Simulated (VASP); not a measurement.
# CdS (P6_3mc) in VASP: a series of runs

Runs on CdS. Level: PBEsol. Tasks: single point.

All numbers are computed with VASP 6.6.1; they aren't measurements. Logs are shortened: lines on timing, memory, paths and dates and some standing lists are left out, and cuts for length are marked.

## Step 1: The cell of the first run

It takes space group P6_3mc (No. 186, hexagonal). The conventional cell has a = 4.137 Å, b = 4.137 Å, c = 6.716 Å, α = 90.00°, β = 90.00°, γ = 120.00°. Cd (site symmetry 3m) has 4 S at 2.53 Å within 3.3 Å. S (site symmetry 3m) has 4 Cd at 2.53 Å within 3.3 Å.

## Step 2: Single point, PBEsol

INCAR reads:

```
SYSTEM = CdS
ALGO     = Normal         ! electronic algorithm
EDIFF    = 1E-6           ! SCF threshold, eV
ENCUT    = 520            ! plane-wave cutoff, eV
GGA      = PS             ! functional
ISIF     = 2              ! what is computed and relaxed
ISMEAR   = 0              ! smearing method
LASPH    = .TRUE.         ! aspherical terms in the spheres
LCHARG   = .TRUE.         ! write CHGCAR
LELF     = .TRUE.         ! ELF
LREAL    = .FALSE.        ! projectors in reciprocal space
LVHAR    = .TRUE.       
LWAVE    = .FALSE.        ! write WAVECAR
NBANDS   = 26             ! bands
NELM     = 100            ! most SCF steps
PREC     = Accurate       ! precision mode
SIGMA    = 0.1            ! smearing width, eV
```

KPOINTS reads:

```
k-points
0
G
  6 6 4
  0 0 0
```

POSCAR reads:

```
CdS
1.0
    4.1370000000      0.0000000000      0.0000000000
   -2.0685000000      3.5827470955      0.0000000000
    0.0000000000      0.0000000000      6.7160000000
Cd S
2 2
Direct
    0.3333333333      0.6666666667      0.0000000000
    0.6666666667      0.3333333333      0.5000000000
    0.3333333333      0.6666666667      0.3770000000
    0.6666666667      0.3333333333      0.8770000000
```

Potentials or basis: VASP PAW PBE potentials, release 64 (Cd, S).

Command:

```sh
$ cat potpaw_PBE.64/Cd/POTCAR potpaw_PBE.64/S/POTCAR > POTCAR
$ mpirun -np 1 vasp_std > vasp.out
```

OUTCAR:

```text
SYSTEM = CdS
   EDIFF = 1E-6
   ENCUT = 520
   GGA = PS
   ISIF = 2
   ISMEAR = 0
   LASPH = .TRUE.
   LREAL = .FALSE.
   NELM = 100
   PREC = Accurate

 ion  position               nearest neighbor table
   1  0.333  0.667  0.000-   4 2.53   4 2.53   4 2.53   3 2.53
   2  0.667  0.333  0.500-   3 2.53   3 2.53   3 2.53   4 2.53
   3  0.333  0.667  0.377-   2 2.53   2 2.53   2 2.53   1 2.53
   4  0.667  0.333  0.877-   1 2.53   1 2.53   1 2.53   2 2.53

  LATTYP: Found a hexagonal cell.
 ALAT       =     4.1370000000
 C/A-ratio  =     1.6233985980

  Lattice vectors:

 A1 = (   4.1370000000,   0.0000000000,   0.0000000000)
 A2 = (  -2.0685000000,   3.5827470955,   0.0000000000)
 A3 = (   0.0000000000,   0.0000000000,   6.7160000000)

Analysis of symmetry for initial positions (statically):
=====================================================================
 Subroutine PRICEL returns:
 Original cell was already a primitive cell.

 Routine SETGRP: Setting up the symmetry group for a
 hexagonal supercell.

 Subroutine GETGRP returns: Found 12 space group operations
 (whereof  6 operations were pure point group operations)
 out of a pool of 24 trial point group operations.

The static configuration has the point symmetry C_3v.
 The point group associated with its full space group is C_6v.

Analysis of symmetry for dynamics (positions and initial velocities):
=====================================================================
 Subroutine PRICEL returns:
 Original cell was already a primitive cell.

 Routine SETGRP: Setting up the symmetry group for a
 hexagonal supercell.

 Subroutine GETGRP returns: Found 12 space group operations
 (whereof  6 operations were pure point group operations)
 out of a pool of 24 trial point group operations.

The dynamic configuration has the point symmetry C_3v.
 The point group associated with its full space group is C_6v.

 Subroutine INISYM returns: Found 12 space group operations
 (whereof  6 operations are pure point group operations),
 and found     1 'primitive' translations

----------------------------------------------------------------------------------------

                                     Primitive cell

  volume of cell :      99.5434

  direct lattice vectors                    reciprocal lattice vectors
     4.137000000  0.000000000  0.000000000     0.241721054  0.139557716  0.000000000
    -2.068500000  3.582747095  0.000000000     0.000000000  0.279115431  0.000000000
     0.000000000  0.000000000  6.716000000     0.000000000  0.000000000  0.148898154

  length of vectors
     4.137000000  4.137000000  6.716000000     0.279115431  0.279115431  0.148898154

  position of ions in fractional coordinates (direct lattice)
     0.333333333  0.666666667  0.000000000
     0.666666667  0.333333333  0.500000000
     0.333333333  0.666666667  0.377000000
     0.666666667  0.333333333  0.877000000

  ion indices of the primitive-cell ions
   primitive index   ion index
                 1           1
                 2           2
                 3           3
                 4           4

----------------------------------------------------------------------------------------

 KPOINTS: k-points

Automatic generation of k-mesh.
 Grid dimensions read from file:
 generate k-points for:    6    6    4

 Generating k-lattice:

  Cartesian coordinates                     Fractional coordinates (reciprocal lattice)
     0.040286842  0.023259619  0.000000000     0.166666667  0.000000000  0.000000000
     0.000000000  0.046519239  0.000000000     0.000000000  0.166666667  0.000000000
     0.000000000  0.000000000  0.037224538     0.000000000  0.000000000  0.250000000

  Length of vectors
     0.046519239  0.046519239  0.037224538

  Shift w.r.t. Gamma in fractional coordinates (k-lattice)
     0.000000000  0.000000000  0.000000000

 Subroutine IBZKPT returns following result:
 ===========================================

 Found     21 irreducible k-points:

 Following reciprocal coordinates:
            Coordinates               Weight
  0.000000  0.000000  0.000000      1.000000
  0.166667  0.000000  0.000000      6.000000
  0.333333  0.000000  0.000000      6.000000
  0.500000  0.000000  0.000000      3.000000
  0.166667  0.166667  0.000000      6.000000
  0.333333  0.166667  0.000000     12.000000
[... 13 lines left out ...]
  0.333333  0.166667  0.500000     12.000000
  0.333333  0.333333  0.500000      2.000000
   k-points           NKPTS =     21   k-points in BZ     NKDIM =     21   number of bands    NBANDS=     26
   number of dos      NEDOS =    301   number of ions     NIONS =      4
   total plane-waves  NPLWV =  51200
   dimension x,y,z NGX =    32 NGY =   32 NGZ =   50
   dimension x,y,z NGXF=    64 NGYF=   64 NGZF=  100
   ions per type =               2   2
   NGX,Y,Z   is equivalent  to a cutoff of  12.86, 12.86, 12.38 a.u.
   NGXF,Y,Z  is equivalent  to a cutoff of  25.72, 25.72, 24.75 a.u.
 SYSTEM =  CdS
   PREC   = accura    normal or accurate (medium, high low for compatibility)
   ISTART =      0    job   : 0-new  1-cont  2-samecut
   ICHARG =      2    charge: 1-file 2-atom 10-const
   ISPIN  =      1    spin polarized calculation?
   LNONCOLLINEAR =      F non collinear calculations
   LSORBIT =      F    spin-orbit coupling
   LASPH  =      T    aspherical Exc in radial PAW
   ENCUT  =  520.0 eV  38.22 Ry    6.18 a.u.   7.69  7.69 12.49*2*pi/ulx,y,z
   NELM   =    100;   NELMIN=  2; NELMDL= -5     # of ELM steps
   EDIFF  = 0.1E-05   stopping-criterion for ELM
   LREAL  =      F    real-space projection
   EDIFFG = 0.1E-04   stopping-criterion for IOM
   NSW    =      0    number of steps for IOM
   IBRION =     -1    ionic relax: 0-MD 1-quasi-New 2-CG
   NFREE  =      0    steps in history (QN), initial steepest desc. (CG)
   ISIF   =      2    stress and relaxation
   ISYM   =      2    0-nonsym 1-usesym 2-fastsym
   POTIM  = 0.5000    time-step for ionic-motion
   TEBEG  =    0.0;   TEEND  =   0.0 temperature during run
   PSTRESS=    0.0 pullay stress
   NELECT =      36.0000    total number of electrons
   NUPDOWN=      -1.0000    fix difference up-down
   EMIN   =  10.00;   EMAX   =-10.00  energy-range for DOS
   EFERMI =   0.00;   METHOD = LEGACY
   ISMEAR =     0;   SIGMA  =   0.10  broadening in eV -4-tet -1-fermi 0-gaus
   EFERMI_NEDOS =   21; number of points for ismear=-14 and -15
   IALGO  =     38    algorithm
   IMIX   =      4    mixing-type and parameters
     AMIX     =   0.40;   BMIX     =  1.00
     AMIX_MAG =   1.60;   BMIX_MAG =  1.00
  volume/ion in A,a.u.               =      24.89       167.94
  Fermi-wavevector in a.u.,A,eV,Ry     =   1.166375  2.204129 18.509783  1.360431
  Thomas-Fermi vector in A             =   2.302889
   LORBIT       =      0    0 simple, 1 ext, 2 COOP (PROOUT), +10 PAW based schemes
   GGA     = PS    functional components
   LHFCALC =     F    Hartree Fock is set to
   AEXX    =    0.0000 exact exchange contribution
   IVDW    =     0    specifies the selected vdW correction
   LEPSILON=     F    determine dielectric tensor
   LRPA    =     F    only Hartree local field effects (RPA)
 non-spin polarized calculation
 Gauss-broadening in eV      SIGMA  =   0.10
  energy-cutoff  :      520.00
  volume of cell :       99.54
 maximum number of plane-waves:      2719
 NGX is ok and might be reduce to    32
   NGX = 15   NGY = 15   NGZ = 25

 number of electron      35.9999995 magnetization

 Free energy of the ion-electron system (eV)
  ---------------------------------------------------
  ext. energy  EPLUGINS =         0.00000000
  ---------------------------------------------------
  free energy    TOTEN  =       -13.63097985 eV

  energy without entropy =      -13.63097985  energy(sigma->0) =      -13.63097985

 E-fermi :   1.6525     XC(G=0):  -9.3551

 val. band max:        1.1818756059   @ k =   0.0000   0.0000   0.0000
 cond. band min:       2.2658290234   @ k =   0.0000   0.0000   0.0000
 fundamental gap:      1.0839534174
 Fermi energy:         1.6524863963

 k-point     1 :       0.0000    0.0000    0.0000
  band No.  band energies     occupation
      1     -11.1841      2.00000
      2     -10.7401      2.00000
      3      -6.5124      2.00000
      4      -6.5065      2.00000
      5      -6.5065      2.00000
      6      -6.4218      2.00000
[... 18 lines left out ...]
     25       8.6757      0.00000
     26       8.7699      0.00000

 k-point     2 :       0.1667    0.0000    0.0000
  band No.  band energies     occupation
      1     -11.0871      2.00000
      2     -10.6985      2.00000
      3      -6.4819      2.00000
      4      -6.4683      2.00000
      5      -6.4350      2.00000
      6      -6.3739      2.00000
[... 18 lines left out ...]
     25       8.6126      0.00000
     26       9.2572      0.00000

 k-point     3 :       0.3333    0.0000    0.0000
  band No.  band energies     occupation
      1     -10.8770      2.00000
      2     -10.6293      2.00000
      3      -6.4277      2.00000
      4      -6.4100      2.00000
      5      -6.2872      2.00000
      6      -6.2562      2.00000
[... 18 lines left out ...]
     25       9.3883      0.00000
     26       9.9403      0.00000

 k-point     4 :       0.5000    0.0000    0.0000
  band No.  band energies     occupation
      1     -10.7526      2.00000
      2     -10.6135      2.00000
      3      -6.4126      2.00000
      4      -6.3923      2.00000
      5      -6.2049      2.00000
      6      -6.2037      2.00000
[... 18 lines left out ...]
     25       9.4683      0.00000
     26      11.2042      0.00000

 k-point     5 :       0.1667    0.1667    0.0000
  band No.  band energies     occupation
      1     -10.9327      2.00000
      2     -10.6441      2.00000
      3      -6.4343      2.00000
      4      -6.4226      2.00000
      5      -6.3113      2.00000
      6      -6.3109      2.00000
[... 18 lines left out ...]
     25       9.2164      0.00000
     26       9.7309      0.00000

 k-point     6 :       0.3333    0.1667    0.0000
  band No.  band energies     occupation
      1     -10.7542      2.00000
      2     -10.6141      2.00000
      3      -6.4255      2.00000
      4      -6.3634      2.00000
      5      -6.2279      2.00000
      6      -6.2142      2.00000
[... 340 lines left out ...]
 k-point    18 :       0.5000    0.0000    0.5000
  band No.  band energies     occupation
      1     -10.6719      2.00000
      2     -10.6719      2.00000
      3      -6.3822      2.00000
      4      -6.3822      2.00000
      5      -6.2936      2.00000
      6      -6.2936      2.00000
[... 18 lines left out ...]
     25       9.5227      0.00000
     26       9.5227      0.00000

 k-point    19 :       0.1667    0.1667    0.5000
  band No.  band energies     occupation
      1     -10.7794      2.00000
      2     -10.7794      2.00000
      3      -6.3815      2.00000
      4      -6.3815      2.00000
      5      -6.3544      2.00000
      6      -6.3544      2.00000
[... 18 lines left out ...]
     25       9.0865      0.00000
     26       9.0865      0.00000

 k-point    20 :       0.3333    0.1667    0.5000
  band No.  band energies     occupation
      1     -10.6730      2.00000
      2     -10.6730      2.00000
      3      -6.3551      2.00000
      4      -6.3551      2.00000
      5      -6.3034      2.00000
      6      -6.3034      2.00000
[... 18 lines left out ...]
     25       9.5537      0.00000
     26       9.5537      0.00000

 k-point    21 :       0.3333    0.3333    0.5000
  band No.  band energies     occupation
      1     -10.6388      2.00000
      2     -10.6388      2.00000
      3      -6.3226      2.00000
      4      -6.3226      2.00000
      5      -6.3037      2.00000
      6      -6.3037      2.00000
[... 18 lines left out ...]
     25      10.4003      0.00000
     26      10.4003      0.00000

------------------------ aborting loop because EDIFF is reached ----------------------------------------

  FORCE on cell =-STRESS in cart. coord.  units (eV):
  Direction    XX          YY          ZZ          XY          YZ          ZX
  --------------------------------------------------------------------------------------
  -------------------------------------------------------------------------------------
  Total       -0.0512258     -0.0512258      0.0147200     -0.0000000      0.0000000      0.0000000
  in kB       -0.8244932     -0.8244932      0.2369216     -0.0000000      0.0000000      0.0000000
  external PRESSURE =      -0.4706883 kB  Pullay stress =       0.0000000 kB

 VOLUME and BASIS-vectors are now :
 -----------------------------------------------------------------------------
  energy-cutoff  :      520.00
  volume of cell :       99.54
      direct lattice vectors                 reciprocal lattice vectors
     4.137000000  0.000000000  0.000000000     0.241721054  0.139557716  0.000000000
    -2.068500000  3.582747095  0.000000000     0.000000000  0.279115431  0.000000000
     0.000000000  0.000000000  6.716000000     0.000000000  0.000000000  0.148898154

 POSITION                                       TOTAL-FORCE (eV/Angst)
 -----------------------------------------------------------------------------------
     -0.00000      2.38850      0.00000        -0.000000      0.000000     -0.000716
      2.06850      1.19425      3.35800         0.000000     -0.000000     -0.000716
     -0.00000      2.38850      2.53193        -0.000000     -0.000000      0.000716
      2.06850      1.19425      5.88993         0.000000      0.000000      0.000716
 -----------------------------------------------------------------------------------
    total drift:                               -0.000000     -0.000000     -0.000169

  FREE ENERGIE OF THE ION-ELECTRON SYSTEM (eV)
  ---------------------------------------------------
  free  energy   TOTEN  =       -13.6309798468 eV

  energy  without entropy=      -13.6309798468  energy(sigma->0) =      -13.63097985
```

Run time: 96 s. Hardware: 1 thread of Intel Xeon 8259CL, shared host; peak memory 0.24 GiB.

Results:

- Free energy: -13.6310 eV
- Pressure: 0.0 GPa
- Band gap on the k mesh: 1.08 eV

Caveat: the PAW data sets were made with another functional, which shifts forces and pressure a little.

[end of part 1 of 2]
